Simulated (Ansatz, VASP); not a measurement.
Two plane-wave programs on V2N3

File INCAR:

```
PREC = Accurate ; ENCUT = 600
EDIFF = 1E-7 ; ISMEAR = 0
SIGMA = 0.1 ; LREAL = F
LASPH = T ; NELM = 60
ALGO = Normal ; ISIF = 3
LWAVE = F ; LCHARG = F
GGA = PS ; IBRION = 2
NSW = 100 ; EDIFFG = -0.005
```

KPOINTS

```
Automatic mesh
0
Gamma
  12 12 6
```

POSCAR

```
V2N3
1.0
    2.7803734333      0.0000000000      0.0000000000
   -1.3901867167      2.4078740252      0.0000000000
    0.0000000000      0.0000000000      6.1979245486
V N
2 3
Direct
    0.6666666667      0.3333333333      0.3020533518
    0.3333333333      0.6666666667      0.6979466482
    0.0000000000      0.0000000000      0.5000000000
    0.0000000000      0.0000000000      0.1074274133
    0.0000000000      0.0000000000      0.8925725867
```

Input for Ansatz:

```yaml
crystal:
  lattice:
    - [2.7803734333, 0.0, 0.0]
    - [-1.3901867167, 2.4078740252, 0.0]
    - [0.0, 0.0, 6.1979245486]
  atoms:
    - { symbol: V, position: [0.6666666667, 0.3333333333, 0.3020533518] }
    - { symbol: V, position: [0.3333333333, 0.6666666667, 0.6979466482] }
    - { symbol: "N", position: [0.0, 0.0, 0.5] }
    - { symbol: "N", position: [0.0, 0.0, 0.1074274133] }
    - { symbol: "N", position: [0.0, 0.0, 0.8925725867] }
basis:
  ecutwfc: 420
kpoints:
  mp_grid: { grid: [12, 12, 6] }
hamiltonian:
  xc: pbesol
scf:
  occupations: { method: gaussian, width: 0.1 }
output:
  forces: true
  stress: true
  eigenvalues: true
  write_density: true
  write_potential: true
  elf: true
  volumetric_format: npy
relax:
  adjacent_minimum: "off"
  f_tol: 0.005
  max_steps: 80
  cell: { stress_tol: 0.05 }
```

Alike in both runs: task relaxation of cell and atoms; functional PBEsol; k mesh 12 × 12 × 6; occupations gaussian, width 0.1 eV; no spin polarisation.

|  | VASP | Ansatz |
| --- | --- | --- |
| version | VASP 6.6.1 | Ansatz 0.2.0 |
| potentials or method | VASP PAW PBE potentials, release 64 (V_sv, N), cutoff 600 eV | scalar-relativistic, plane waves, PAW |
| valence electrons in the cell | 41 | 41 |

|  | VASP | Ansatz | Ansatz less VASP |
| --- | --- | --- | --- |
| gap on the k mesh at the Fermi level, each at its own relaxed structure (eV) | none | none | - |
| relaxed volume (Å³/atom) | 8.30 | 8.29 | -0.011 |
| relaxed length of the cell vector where the two differ most in proportion (Å) | 6.201 | 6.196 | -0.0042 |

VASP's potentials were made for PBE, not for PBEsol. A gap of «none» marks a metal or a gap that the smearing closes.
